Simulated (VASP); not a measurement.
# Hf2S (P6_3/mmc) in VASP: further runs

Runs on Hf2S. Level: PBEsol. Tasks: single point.

Everything below comes from runs of VASP 6.6.1. Logs are shortened: lines on timing, memory, paths and dates and some standing lists are left out, and cuts for length are marked.

## Step 1: The cell of the first run

The structure is hexagonal, space group P6_3/mmc (No. 194). The conventional cell has a = 3.347 Å, b = 3.347 Å, c = 11.314 Å, α = 90.00°, β = 90.00°, γ = 120.00°. Within 3.4 Å of Hf (site symmetry 3m) lie 3 S at 2.56 Å and 10 Hf at 3.00 to 3.36 Å. Within 3.4 Å of S (site symmetry -6m2) lie 6 Hf at 2.56 Å and 6 S at 3.35 Å.

## Step 2: Single point, PBEsol (strain +0.000 along x and y, -0.030 along z)

Contents of INCAR:

```
  PREC = Accurate
  ENCUT = 520
  EDIFF = 1E-6
  ISMEAR = 0
  SIGMA = 0.15
  LREAL = F
  LASPH = T
  NELM = 100
  ALGO = Normal
  ISIF = 2
  LWAVE = F
  LCHARG = F
  GGA = PS
  NBANDS = 35
```

Contents of KPOINTS:

```
regular mesh
0
Gamma
  18 18 4
```

Contents of POSCAR:

```
Hf2S
1.0
    3.3465310252      0.0000000000      0.0000000000
   -1.6732655126      2.8981808824      0.0000000000
    0.0000000000      0.0000000000     11.3143087672
Hf S
4 2
Direct
    0.6666666667      0.3333333333      0.8986176343
    0.3333333333      0.6666666667      0.3986176343
    0.6666666667      0.3333333333      0.6013823657
    0.3333333333      0.6666666667      0.1013823657
    0.0000000000      0.0000000000      0.7500000000
    0.0000000000      0.0000000000      0.2500000000
```

Potentials or basis: VASP PAW PBE potentials, release 64 (Hf_pv, S).

On the command line:

```console
cat potpaw_PBE.64/Hf_pv/POTCAR potpaw_PBE.64/S/POTCAR > POTCAR
mpirun -np 1 vasp_std > vasp.out
```

OUTCAR:

```text
PREC = Accurate
   ENCUT = 520
   EDIFF = 1E-6
   ISMEAR = 0
   LREAL = F
   LASPH = T
   NELM = 100
   ISIF = 2
   GGA = PS

 ion  position               nearest neighbor table
   1  0.667  0.333  0.899-   5 2.56   5 2.56   5 2.56   4 3.00   4 3.00   4 3.00   3 3.36
   2  0.333  0.667  0.399-   6 2.56   6 2.56   6 2.56   3 3.00   3 3.00   3 3.00   4 3.36
   3  0.667  0.333  0.601-   5 2.56   5 2.56   5 2.56   2 3.00   2 3.00   2 3.00   1 3.36
   4  0.333  0.667  0.101-   6 2.56   6 2.56   6 2.56   1 3.00   1 3.00   1 3.00   2 3.36
   5  0.000  0.000  0.750-   1 2.56   3 2.56   1 2.56   3 2.56   1 2.56   3 2.56
   6  0.000  0.000  0.250-   2 2.56   4 2.56   2 2.56   4 2.56   2 2.56   4 2.56

  LATTYP: Found a hexagonal cell.
 ALAT       =     3.3465310252
 C/A-ratio  =     3.3809065812

  Lattice vectors:

 A1 = (   3.3465310252,   0.0000000000,   0.0000000000)
 A2 = (  -1.6732655126,   2.8981808824,   0.0000000000)
 A3 = (   0.0000000000,   0.0000000000,  11.3143087672)

Analysis of symmetry for initial positions (statically):
=====================================================================
 Subroutine PRICEL returns:
 Original cell was already a primitive cell.

 Routine SETGRP: Setting up the symmetry group for a
 hexagonal supercell.

 Subroutine GETGRP returns: Found 24 space group operations
 (whereof 12 operations were pure point group operations)
 out of a pool of 24 trial point group operations.

The static configuration has the point symmetry D_3d.
 The point group associated with its full space group is D_6h.

Analysis of symmetry for dynamics (positions and initial velocities):
=====================================================================
 Subroutine PRICEL returns:
 Original cell was already a primitive cell.

 Routine SETGRP: Setting up the symmetry group for a
 hexagonal supercell.

 Subroutine GETGRP returns: Found 24 space group operations
 (whereof 12 operations were pure point group operations)
 out of a pool of 24 trial point group operations.

The dynamic configuration has the point symmetry D_3d.
 The point group associated with its full space group is D_6h.

 Subroutine INISYM returns: Found 24 space group operations
 (whereof 12 operations are pure point group operations),
 and found     1 'primitive' translations

----------------------------------------------------------------------------------------

                                     Primitive cell

  volume of cell :     109.7358

  direct lattice vectors                    reciprocal lattice vectors
     3.346531025  0.000000000  0.000000000     0.298816892  0.172522013  0.000000000
    -1.673265513  2.898180882  0.000000000     0.000000000  0.345044026  0.000000000
     0.000000000  0.000000000 11.314308767     0.000000000  0.000000000  0.088383658

  length of vectors
     3.346531025  3.346531025 11.314308767     0.345044026  0.345044026  0.088383658

  position of ions in fractional coordinates (direct lattice)
     0.666666667  0.333333333  0.898617634
     0.333333333  0.666666667  0.398617634
     0.666666667  0.333333333  0.601382366
     0.333333333  0.666666667  0.101382366
     0.000000000  0.000000000  0.750000000
     0.000000000  0.000000000  0.250000000

  ion indices of the primitive-cell ions
   primitive index   ion index
                 1           1
                 2           2
                 3           3
                 4           4
                 5           5
                 6           6

----------------------------------------------------------------------------------------

 KPOINTS: regular mesh

Automatic generation of k-mesh.
 Grid dimensions read from file:
 generate k-points for:   18   18    4

 Generating k-lattice:

  Cartesian coordinates                     Fractional coordinates (reciprocal lattice)
     0.016600938  0.009584556  0.000000000     0.055555556  0.000000000  0.000000000
     0.000000000  0.019169113  0.000000000     0.000000000  0.055555556  0.000000000
     0.000000000  0.000000000  0.022095915     0.000000000  0.000000000  0.250000000

  Length of vectors
     0.019169113  0.019169113  0.022095915

  Shift w.r.t. Gamma in fractional coordinates (k-lattice)
     0.000000000  0.000000000  0.000000000

 Subroutine IBZKPT returns following result:
 ===========================================

 Found    111 irreducible k-points:

 Following reciprocal coordinates:
            Coordinates               Weight
  0.000000  0.000000  0.000000      1.000000
  0.055556  0.000000  0.000000      6.000000
  0.111111  0.000000  0.000000      6.000000
  0.166667  0.000000  0.000000      6.000000
  0.222222 -0.000000  0.000000      6.000000
  0.277778 -0.000000  0.000000      6.000000
[... 16 lines left out ...]
  0.333333  0.111111  0.000000     12.000000
  0.388889  0.111111  0.000000     12.000000
 [... further k-points ...]
   k-points           NKPTS =    111   k-points in BZ     NKDIM =    111   number of bands    NBANDS=     35
   number of dos      NEDOS =    301   number of ions     NIONS =      6
   total plane-waves  NPLWV =  65856
   dimension x,y,z NGX =    28 NGY =   28 NGZ =   84
   dimension x,y,z NGXF=    56 NGYF=   56 NGZF=  168
   ions per type =               4   2
   NGX,Y,Z   is equivalent  to a cutoff of  13.91, 13.91, 12.34 a.u.
   NGXF,Y,Z  is equivalent  to a cutoff of  27.82, 27.82, 24.68 a.u.
 SYSTEM =  unknown system
   PREC   = accura    normal or accurate (medium, high low for compatibility)
   ISTART =      0    job   : 0-new  1-cont  2-samecut
   ICHARG =      2    charge: 1-file 2-atom 10-const
   ISPIN  =      1    spin polarized calculation?
   LNONCOLLINEAR =      F non collinear calculations
   LSORBIT =      F    spin-orbit coupling
   LASPH  =      T    aspherical Exc in radial PAW
   ENCUT  =  520.0 eV  38.22 Ry    6.18 a.u.   6.22  6.22 21.04*2*pi/ulx,y,z
   NELM   =    100;   NELMIN=  2; NELMDL= -5     # of ELM steps
   EDIFF  = 0.1E-05   stopping-criterion for ELM
   LREAL  =      F    real-space projection
   EDIFFG = 0.1E-04   stopping-criterion for IOM
   NSW    =      0    number of steps for IOM
   IBRION =     -1    ionic relax: 0-MD 1-quasi-New 2-CG
   NFREE  =      0    steps in history (QN), initial steepest desc. (CG)
   ISIF   =      2    stress and relaxation
   ISYM   =      2    0-nonsym 1-usesym 2-fastsym
   POTIM  = 0.5000    time-step for ionic-motion
   TEBEG  =    0.0;   TEEND  =   0.0 temperature during run
   PSTRESS=    0.0 pullay stress
   NELECT =      52.0000    total number of electrons
   NUPDOWN=      -1.0000    fix difference up-down
   EMIN   =  10.00;   EMAX   =-10.00  energy-range for DOS
   EFERMI =   0.00;   METHOD = LEGACY
   ISMEAR =     0;   SIGMA  =   0.15  broadening in eV -4-tet -1-fermi 0-gaus
   EFERMI_NEDOS =   21; number of points for ismear=-14 and -15
   IALGO  =     38    algorithm
   IMIX   =      4    mixing-type and parameters
     AMIX     =   0.40;   BMIX     =  1.00
     AMIX_MAG =   1.60;   BMIX_MAG =  1.00
  volume/ion in A,a.u.               =      18.29       123.42
  Fermi-wavevector in a.u.,A,eV,Ry     =   1.276321  2.411896 22.163817  1.628995
  Thomas-Fermi vector in A             =   2.408983
   LORBIT       =      0    0 simple, 1 ext, 2 COOP (PROOUT), +10 PAW based schemes
   GGA     = PS    functional components
   LHFCALC =     F    Hartree Fock is set to
   AEXX    =    0.0000 exact exchange contribution
   IVDW    =     0    specifies the selected vdW correction
   LEPSILON=     F    determine dielectric tensor
   LRPA    =     F    only Hartree local field effects (RPA)
 non-spin polarized calculation
 Gauss-broadening in eV      SIGMA  =   0.15
  energy-cutoff  :      520.00
  volume of cell :      109.74
 maximum number of plane-waves:      2972
 NGX is ok and might be reduce to    28
   NGX = 13   NGY = 13   NGZ = 43

 number of electron      52.0000007 magnetization

 Free energy of the ion-electron system (eV)
  ---------------------------------------------------
  ext. energy  EPLUGINS =         0.00000000
  ---------------------------------------------------
  free energy    TOTEN  =       -57.37679252 eV

  energy without entropy =      -57.35388747  energy(sigma->0) =      -57.36533999

 E-fermi :   6.6725     XC(G=0): -11.7474

 val. band max:        6.6550859623   @ k =   0.3889   0.0556   0.2500
 cond. band min:       6.6845812024   @ k =   0.1111   0.0556   0.2500
 fundamental gap:      0.0294952401
 Fermi energy:         6.6724741314

 k-point     1 :       0.0000    0.0000    0.0000
  band No.  band energies     occupation
      1     -24.4599      2.00000
      2     -24.2799      2.00000
      3     -23.9338      2.00000
      4     -23.8399      2.00000
      5     -23.8399      2.00000
      6     -23.8244      2.00000
[... 27 lines left out ...]
     34       9.8145      0.00000
     35       9.8206      0.00000

 k-point     2 :       0.0556    0.0000    0.0000
  band No.  band energies     occupation
      1     -24.4546      2.00000
      2     -24.2762      2.00000
      3     -23.9518      2.00000
      4     -23.8479      2.00000
      5     -23.8440      2.00000
      6     -23.8348      2.00000
[... 27 lines left out ...]
     34       9.6160      0.00000
     35       9.8565      0.00000

 k-point     3 :       0.1111    0.0000    0.0000
  band No.  band energies     occupation
      1     -24.4394      2.00000
      2     -24.2657      2.00000
      3     -23.9959      2.00000
      4     -23.9008      2.00000
      5     -23.8559      2.00000
      6     -23.8402      2.00000
[... 27 lines left out ...]
     34       9.3744      0.00000
     35       9.6137      0.00000
[... 723 lines left out ...]
 k-point    23 :       0.3333    0.1111    0.0000
  band No.  band energies     occupation
      1     -24.3339      2.00000
      2     -24.2833      2.00000
      3     -24.2425      2.00000
      4     -24.2101      2.00000
      5     -24.0457      2.00000
      6     -23.9890      2.00000
[... 27 lines left out ...]
     34      10.7536      0.00000
     35      10.9760      0.00000

 k-point    24 :       0.3889    0.1111    0.0000
  band No.  band energies     occupation
      1     -24.3347      2.00000
      2     -24.3122      2.00000
      3     -24.2606      2.00000
      4     -24.2321      2.00000
      5     -24.0405      2.00000
      6     -23.9924      2.00000
[... 27 lines left out ...]
     34      10.9971      0.00000
     35      11.3841      0.00000

 [... further k-points ...]

------------------------ aborting loop because EDIFF is reached ----------------------------------------

  FORCE on cell =-STRESS in cart. coord.  units (eV):
  Direction    XX          YY          ZZ          XY          YZ          ZX
  --------------------------------------------------------------------------------------
  -------------------------------------------------------------------------------------
  Total        1.8964743      1.8964743      6.4173878      0.0000000      0.0000000      0.0000000
  in kB       27.6891217     27.6891217     93.6958806      0.0000000      0.0000000      0.0000000
  external PRESSURE =      49.6913746 kB  Pullay stress =       0.0000000 kB

 VOLUME and BASIS-vectors are now :
 -----------------------------------------------------------------------------
  energy-cutoff  :      520.00
  volume of cell :      109.74
      direct lattice vectors                 reciprocal lattice vectors
     3.346531025  0.000000000  0.000000000     0.298816892  0.172522013  0.000000000
    -1.673265513  2.898180882  0.000000000     0.000000000  0.345044026  0.000000000
     0.000000000  0.000000000 11.314308767     0.000000000  0.000000000  0.088383658

 POSITION                                       TOTAL-FORCE (eV/Angst)
 -----------------------------------------------------------------------------------
      1.67327      0.96606     10.16724         0.000000      0.000000     -0.053510
     -0.00000      1.93212      4.51008         0.000000     -0.000000     -0.053510
      1.67327      0.96606      6.80423        -0.000000      0.000000      0.053510
     -0.00000      1.93212      1.14707         0.000000     -0.000000      0.053510
      0.00000      0.00000      8.48573         0.000000      0.000000     -0.000000
      0.00000      0.00000      2.82858        -0.000000      0.000000     -0.000000
 -----------------------------------------------------------------------------------
    total drift:                                0.000000     -0.000000      0.000000

  FREE ENERGIE OF THE ION-ELECTRON SYSTEM (eV)
  ---------------------------------------------------
  free  energy   TOTEN  =       -57.3767925178 eV

  energy  without entropy=      -57.3538874675  energy(sigma->0) =      -57.36533999
```

Run time: 3.2 min. Hardware: 1 thread of Intel Xeon 6975P-C (Granite Rapids), shared host; peak memory 0.47 GiB.

Results:

* Free energy: -57.3768 eV
* Pressure: 5.0 GPa
* Largest force: 0.054 eV/Å
* Band gap on the k mesh: zero (bands 26 and 27 overlap by 1.00 eV)

Forces in eV/Å, atoms in the order of the input:
```
Hf   0.000  0.000 -0.054
Hf   0.000  0.000 -0.054
Hf   0.000  0.000  0.054
Hf   0.000  0.000  0.054
S    0.000  0.000  0.000
S    0.000  0.000  0.000
```

Levels at points of the mesh, in eV from the Fermi level:
```tsv
k point	band 24	band 25	band 26	band 27	band 28	band 29
(0.00, 0.00, 0.00)	-0.14	0.21	0.39	0.39	0.51	0.51
(0.50, 0.00, 0.00)	-1.17	-1.16	-0.66	-0.57	0.87	1.26
(0.00, 0.00, 0.50)	-1.05	0.30	0.30	0.30	0.30	1.62
(0.50, 0.00, 0.50)	-1.70	-0.92	-0.92	0.43	0.43	1.48
```

Caveat: the cell differs from its parent crystal (strain +0.000 along x and y, -0.030 along z); the stress differs along the axes, from 3 to 9 GPa; the PAW data sets were made with another functional, which shifts forces and pressure a little; spin-orbit coupling is left out, which moves the levels of the heavy elements.

[end of part 1 of 2]

The gap in the log of VASP goes by the Fermi energy; the results here count the filled bands.